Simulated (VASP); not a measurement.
# Ti (P6_3/mmc) in VASP: notebook

The runs below take Ti through single point, with revPBE.

Program: VASP 6.6.1. These are calculated values, not measurements. Logs are shortened: lines on timing, memory, paths and dates and some standing lists are left out, and cuts for length are marked.

### 1 The cell of the first run

It takes space group P6_3/mmc (No. 194, hexagonal). Conventional cell: a = 2.994 Å, b = 2.994 Å, c = 9.580 Å, α = 90.00°, β = 90.00°, γ = 120.00°. Within 3.9 Å of Ti (site symmetry -3m) lie 12 Ti at 2.95 to 2.99 Å. Within 3.9 Å of Ti (site symmetry -6m2) lie 12 Ti at 2.95 to 2.99 Å.

### 2 Single point, revPBE (volume scaled by 1.04)

INCAR reads:

```
PREC = Accurate
ENCUT = 520
EDIFF = 1E-7
ISMEAR = -1
SIGMA = 0.1
LREAL = F
LASPH = T
NELM = 80
ALGO = Normal
ISIF = 2
LWAVE = F
LCHARG = F
GGA = RE
NBANDS = 32
```

KPOINTS reads:

```
Automatic mesh
0
Gamma
  14 14 4
```

POSCAR reads:

```
Ti
1.0
    2.9937377343      0.0000000000      0.0000000000
   -1.4968688671      2.5926529302      0.0000000000
    0.0000000000      0.0000000000      9.5800323365
Ti
4
Direct
    0.0000000000      1.0000000000      0.0000000000
    0.0000000000      1.0000000000      0.5000000000
    0.3333333333      0.6666666667      0.2500000000
    0.6666666667      0.3333333333      0.7500000000
```

Potentials or basis: VASP PAW PBE potentials, release 64 (Ti_sv).

Run with:

```sh
cat potpaw_PBE.64/Ti_sv/POTCAR > POTCAR
mpirun -np 1 vasp_std > vasp.out
```

OUTCAR:

```text
PREC = Accurate
   ENCUT = 520
   EDIFF = 1E-7
   ISMEAR = -1
   LREAL = F
   LASPH = T
   NELM = 80
   ISIF = 2
   GGA = RE

 ion  position               nearest neighbor table
   1  0.000  0.000  0.000-
   2  0.000  0.000  0.500-
   3  0.333  0.667  0.250-
   4  0.667  0.333  0.750-

  LATTYP: Found a hexagonal cell.
 ALAT       =     2.9937377343
 C/A-ratio  =     3.2000239122

  Lattice vectors:

 A1 = (   2.9937377343,   0.0000000000,   0.0000000000)
 A2 = (  -1.4968688671,   2.5926529302,   0.0000000000)
 A3 = (   0.0000000000,   0.0000000000,   9.5800323365)

Analysis of symmetry for initial positions (statically):
=====================================================================
 Subroutine PRICEL returns:
 Original cell was already a primitive cell.

 Routine SETGRP: Setting up the symmetry group for a
 hexagonal supercell.

 Subroutine GETGRP returns: Found 24 space group operations
 (whereof 12 operations were pure point group operations)
 out of a pool of 24 trial point group operations.

The static configuration has the point symmetry D_3d.
 The point group associated with its full space group is D_6h.

Analysis of symmetry for dynamics (positions and initial velocities):
=====================================================================
 Subroutine PRICEL returns:
 Original cell was already a primitive cell.

 Routine SETGRP: Setting up the symmetry group for a
 hexagonal supercell.

 Subroutine GETGRP returns: Found 24 space group operations
 (whereof 12 operations were pure point group operations)
 out of a pool of 24 trial point group operations.

The dynamic configuration has the point symmetry D_3d.
 The point group associated with its full space group is D_6h.

 Subroutine INISYM returns: Found 24 space group operations
 (whereof 12 operations are pure point group operations),
 and found     1 'primitive' translations

----------------------------------------------------------------------------------------

                                     Primitive cell

  volume of cell :      74.3576

  direct lattice vectors                    reciprocal lattice vectors
     2.993737734  0.000000000  0.000000000     0.334030596  0.192852655  0.000000000
    -1.496868867  2.592652930  0.000000000     0.000000000  0.385705309  0.000000000
     0.000000000  0.000000000  9.580032337     0.000000000  0.000000000  0.104383781

  length of vectors
     2.993737734  2.993737734  9.580032337     0.385705309  0.385705309  0.104383781

  position of ions in fractional coordinates (direct lattice)
     0.000000000  0.000000000  0.000000000
     0.000000000  0.000000000  0.500000000
     0.333333333  0.666666667  0.250000000
     0.666666667  0.333333333  0.750000000

  ion indices of the primitive-cell ions
   primitive index   ion index
                 1           1
                 2           2
                 3           3
                 4           4

----------------------------------------------------------------------------------------

 KPOINTS: Automatic mesh

Automatic generation of k-mesh.
 Grid dimensions read from file:
 generate k-points for:   14   14    4

 Generating k-lattice:

  Cartesian coordinates                     Fractional coordinates (reciprocal lattice)
     0.023859328  0.013775190  0.000000000     0.071428571  0.000000000  0.000000000
     0.000000000  0.027550379  0.000000000     0.000000000  0.071428571  0.000000000
     0.000000000  0.000000000  0.026095945     0.000000000  0.000000000  0.250000000

  Length of vectors
     0.027550379  0.027550379  0.026095945

  Shift w.r.t. Gamma in fractional coordinates (k-lattice)
     0.000000000  0.000000000  0.000000000

 Subroutine IBZKPT returns following result:
 ===========================================

 Found     72 irreducible k-points:

 Following reciprocal coordinates:
            Coordinates               Weight
  0.000000  0.000000  0.000000      1.000000
  0.071429  0.000000  0.000000      6.000000
  0.142857  0.000000  0.000000      6.000000
  0.214286  0.000000  0.000000      6.000000
  0.285714  0.000000  0.000000      6.000000
  0.357143  0.000000  0.000000      6.000000
[... 16 lines left out ...]
  0.285714  0.285714  0.000000      6.000000
  0.357143  0.285714  0.000000      6.000000
 [... further k-points ...]
   k-points           NKPTS =     72   k-points in BZ     NKDIM =     72   number of bands    NBANDS=     32
   number of dos      NEDOS =    301   number of ions     NIONS =      4
   total plane-waves  NPLWV =  41472
   dimension x,y,z NGX =    24 NGY =   24 NGZ =   72
   dimension x,y,z NGXF=    48 NGYF=   48 NGZF=  144
   ions per type =               4
   NGX,Y,Z   is equivalent  to a cutoff of  13.33, 13.33, 12.49 a.u.
   NGXF,Y,Z  is equivalent  to a cutoff of  26.65, 26.65, 24.99 a.u.
 SYSTEM =  unknown system
   PREC   = accura    normal or accurate (medium, high low for compatibility)
   ISTART =      0    job   : 0-new  1-cont  2-samecut
   ICHARG =      2    charge: 1-file 2-atom 10-const
   ISPIN  =      1    spin polarized calculation?
   LNONCOLLINEAR =      F non collinear calculations
   LSORBIT =      F    spin-orbit coupling
   LASPH  =      T    aspherical Exc in radial PAW
   ENCUT  =  520.0 eV  38.22 Ry    6.18 a.u.   5.57  5.57 17.81*2*pi/ulx,y,z
   NELM   =     80;   NELMIN=  2; NELMDL= -5     # of ELM steps
   EDIFF  = 0.1E-06   stopping-criterion for ELM
   LREAL  =      F    real-space projection
   EDIFFG = 0.1E-05   stopping-criterion for IOM
   NSW    =      0    number of steps for IOM
   IBRION =     -1    ionic relax: 0-MD 1-quasi-New 2-CG
   NFREE  =      0    steps in history (QN), initial steepest desc. (CG)
   ISIF   =      2    stress and relaxation
   ISYM   =      2    0-nonsym 1-usesym 2-fastsym
   POTIM  = 0.5000    time-step for ionic-motion
   TEBEG  =    0.0;   TEEND  =   0.0 temperature during run
   PSTRESS=    0.0 pullay stress
   NELECT =      48.0000    total number of electrons
   NUPDOWN=      -1.0000    fix difference up-down
   EMIN   =  10.00;   EMAX   =-10.00  energy-range for DOS
   EFERMI =   0.00;   METHOD = LEGACY
   ISMEAR =    -1;   SIGMA  =   0.10  broadening in eV -4-tet -1-fermi 0-gaus
   EFERMI_NEDOS =   21; number of points for ismear=-14 and -15
   IALGO  =     38    algorithm
   IMIX   =      4    mixing-type and parameters
     AMIX     =   0.40;   BMIX     =  1.00
     AMIX_MAG =   1.60;   BMIX_MAG =  1.00
  volume/ion in A,a.u.               =      18.59       125.45
  Fermi-wavevector in a.u.,A,eV,Ry     =   1.414860  2.673698 27.236544  2.001829
  Thomas-Fermi vector in A             =   2.536359
   LORBIT       =      0    0 simple, 1 ext, 2 COOP (PROOUT), +10 PAW based schemes
   GGA     = RE    functional components
   LHFCALC =     F    Hartree Fock is set to
   AEXX    =    0.0000 exact exchange contribution
   IVDW    =     0    specifies the selected vdW correction
   LEPSILON=     F    determine dielectric tensor
   LRPA    =     F    only Hartree local field effects (RPA)
 non-spin polarized calculation
  energy-cutoff  :      520.00
  volume of cell :       74.36
 maximum number of plane-waves:      2052
 NGX is ok and might be reduce to    24
   NGX = 11   NGY = 11   NGZ = 35

 number of electron      47.9999996 magnetization

 Free energy of the ion-electron system (eV)
  ---------------------------------------------------
  ext. energy  EPLUGINS =         0.00000000
  ---------------------------------------------------
  free energy    TOTEN  =       -29.97439362 eV

  energy without entropy =      -29.75574789  energy(sigma->0) =      -29.86507075

 E-fermi :   7.6380     XC(G=0): -11.1038

 val. band max:        7.6320871488   @ k =   0.2143   0.2143   0.0000
 cond. band min:       7.6387273792   @ k =   0.0000   0.0000   0.2500
 fundamental gap:      0.0066402303
 Fermi energy:         7.6379708459

 k-point     1 :       0.0000    0.0000    0.0000
  band No.  band energies     occupation
      1     -49.3562      2.00000
      2     -49.3147      2.00000
      3     -49.2985      2.00000
      4     -49.2564      2.00000
      5     -25.7893      2.00000
      6     -25.5317      2.00000
[... 24 lines left out ...]
     31       8.7613      0.00003
     32       8.7613      0.00003

 k-point     2 :       0.0714    0.0000    0.0000
  band No.  band energies     occupation
      1     -49.3524      2.00000
      2     -49.3120      2.00000
      3     -49.2957      2.00000
      4     -49.2548      2.00000
      5     -25.7805      2.00000
      6     -25.5347      2.00000
[... 24 lines left out ...]
     31       8.7854      0.00002
     32       8.8416      0.00001

 k-point     3 :       0.1429    0.0000    0.0000
  band No.  band energies     occupation
      1     -49.3416      2.00000
      2     -49.3043      2.00000
      3     -49.2881      2.00000
      4     -49.2504      2.00000
      5     -25.7550      2.00000
      6     -25.5474      2.00000
[... 24 lines left out ...]
     31       8.9861      0.00000
     32       9.0733      0.00000

 k-point     4 :       0.2143    0.0000    0.0000
  band No.  band energies     occupation
      1     -49.3255      2.00000
      2     -49.2932      2.00000
      3     -49.2770      2.00000
      4     -49.2443      2.00000
      5     -25.7162      2.00000
      6     -25.5806      2.00000
[... 24 lines left out ...]
     31       9.1755      0.00000
     32       9.2618      0.00000

 k-point     5 :       0.2857    0.0000    0.0000
  band No.  band energies     occupation
      1     -49.3067      2.00000
      2     -49.2808      2.00000
      3     -49.2646      2.00000
      4     -49.2385      2.00000
      5     -25.6735      2.00000
      6     -25.6371      2.00000
[... 584 lines left out ...]
     31       9.8002      0.00000
     32       9.9902      0.00000

 k-point    22 :       0.3571    0.2143    0.0000
  band No.  band energies     occupation
      1     -49.2598      2.00000
      2     -49.2548      2.00000
      3     -49.2387      2.00000
      4     -49.2339      2.00000
      5     -25.7104      2.00000
      6     -25.6624      2.00000
[... 24 lines left out ...]
     31       9.7106      0.00000
     32      10.3355      0.00000

 k-point    23 :       0.2857    0.2857    0.0000
  band No.  band energies     occupation
      1     -49.2583      2.00000
      2     -49.2542      2.00000
      3     -49.2381      2.00000
      4     -49.2341      2.00000
      5     -25.6910      2.00000
      6     -25.6375      2.00000
[... 24 lines left out ...]
     31       9.9130      0.00000
     32      10.0837      0.00000

 k-point    24 :       0.3571    0.2857    0.0000
  band No.  band energies     occupation
      1     -49.2534      2.00000
      2     -49.2525      2.00000
      3     -49.2364      2.00000
      4     -49.2355      2.00000
      5     -25.6846      2.00000
      6     -25.6239      2.00000
[... 24 lines left out ...]
     31       9.9102      0.00000
     32      10.1475      0.00000

 [... further k-points ...]

------------------------ aborting loop because EDIFF is reached ----------------------------------------

  FORCE on cell =-STRESS in cart. coord.  units (eV):
  Direction    XX          YY          ZZ          XY          YZ          ZX
  --------------------------------------------------------------------------------------
  -------------------------------------------------------------------------------------
  Total       -1.8725049     -1.8725049     -1.8516504     -0.0000000      0.0000000     -0.0000000
  in kB      -40.3467392    -40.3467392    -39.8973872     -0.0000000      0.0000000     -0.0000000
  external PRESSURE =     -40.1969552 kB  Pullay stress =       0.0000000 kB

 VOLUME and BASIS-vectors are now :
 -----------------------------------------------------------------------------
  energy-cutoff  :      520.00
  volume of cell :       74.36
      direct lattice vectors                 reciprocal lattice vectors
     2.993737734  0.000000000  0.000000000     0.334030596  0.192852655  0.000000000
    -1.496868867  2.592652930  0.000000000     0.000000000  0.385705309  0.000000000
     0.000000000  0.000000000  9.580032337     0.000000000  0.000000000  0.104383781

 POSITION                                       TOTAL-FORCE (eV/Angst)
 -----------------------------------------------------------------------------------
      0.00000      0.00000      0.00000         0.000000      0.000000      0.000000
      0.00000      0.00000      4.79002         0.000000      0.000000      0.000000
     -0.00000      1.72844      2.39501         0.000000     -0.000000      0.000000
      1.49687      0.86422      7.18502        -0.000000      0.000000      0.000000
 -----------------------------------------------------------------------------------
    total drift:                               -0.000000      0.000000      0.000000

  FREE ENERGIE OF THE ION-ELECTRON SYSTEM (eV)
  ---------------------------------------------------
  free  energy   TOTEN  =       -29.9743936176 eV

  energy  without entropy=      -29.7557478919  energy(sigma->0) =      -29.86507075
```

Wall time 92 s (1 thread of Intel Xeon 6975P-C (Granite Rapids), shared host); peak memory 0.27 GiB.

Results:

- Free energy: -29.9744 eV
- Pressure: -4.0 GPa
- Band gap on the k mesh: zero (band 24 reaches 8.34 eV, above the bottom of band 25 at 7.27 eV)

Levels at points of the mesh, in eV from the Fermi level:
```
           k point  band 21  band 22  band 23  band 24  band 25  band 26  band 27  band 28
(0.00, 0.00, 0.00)     0.11     0.14     0.59     0.66     0.66     0.72     0.72     0.89
(0.50, 0.00, 0.00)    -1.22    -1.10    -0.96    -0.16     0.11     0.61     1.03     1.23
(0.00, 0.00, 0.50)     0.10     0.10     0.63     0.63     0.78     0.78     0.78     0.78
(0.50, 0.00, 0.50)    -1.34    -1.34    -0.26    -0.26     0.66     0.66     0.91     0.91
```

Caveat: the PAW data sets were made with another functional, which shifts forces and pressure a little.

### 3 Single point, revPBE (volume scaled by 1.08)

INCAR reads:

```
PREC     = Accurate       # precision mode
ENCUT    = 520            # plane-wave cutoff, eV
EDIFF    = 1E-7           # SCF threshold, eV
ISMEAR   = -1             # smearing method
SIGMA    = 0.1            # smearing width, eV
LREAL    = F              # projectors in reciprocal space
LASPH    = T              # aspherical terms in the spheres
NELM     = 60             # most SCF steps
ALGO     = Normal         # electronic algorithm
ISIF     = 2              # what is computed and relaxed
LWAVE    = F              # write WAVECAR
LCHARG   = T              # write CHGCAR
GGA      = RE             # functional
LELF     = T              # ELF
LVHAR    = T            
NBANDS   = 32             # bands
```

KPOINTS reads:

```
regular mesh
0
Gamma
  14 14 4
```

POSCAR reads:

```
Ti
1.0
    3.0316371720      0.0000000000      0.0000000000
   -1.5158185860      2.6254748060      0.0000000000
    0.0000000000      0.0000000000      9.7013114434
Ti
4
Direct
    0.0000000000      1.0000000000      0.0000000000
    0.0000000000      1.0000000000      0.5000000000
    0.3333333333      0.6666666667      0.2500000000
    0.6666666667      0.3333333333      0.7500000000
```

Potentials or basis: VASP PAW PBE potentials, release 64 (Ti_sv).

Run with:

```sh
cat potpaw_PBE.64/Ti_sv/POTCAR > POTCAR
mpirun -np 1 vasp_std > vasp.out
```

It took 2.6 min on 1 thread of Intel Xeon 6975P-C, shared host; peak memory 0.27 GiB.

Results (log left out):

```
Free energy            : -29.8748 eV
Pressure               : -7.2 GPa
Band gap on the k mesh : zero (band 24 reaches 7.94 eV, above the bottom of band 25 at 6.93 eV)
```

Stress tensor (GPa, compression positive):
```
-7.19  0.00  0.00
 0.00 -7.19  0.00
 0.00  0.00 -7.11
```

Levels at points of the mesh, in eV from the Fermi level:
```csv
k point,band 22,band 23,band 24,band 25,band 26,band 27
"(0.00, 0.00, 0.00)",0.14,0.51,0.64,0.64,0.70,0.70
"(0.50, 0.00, 0.00)",-1.05,-0.92,-0.17,0.12,0.59,0.99
"(0.00, 0.00, 0.50)",0.07,0.61,0.61,0.76,0.76,0.76
"(0.50, 0.00, 0.50)",-1.26,-0.28,-0.28,0.63,0.63,0.88
```

Caveat: the PAW data sets were made with another functional, which shifts forces and pressure a little.
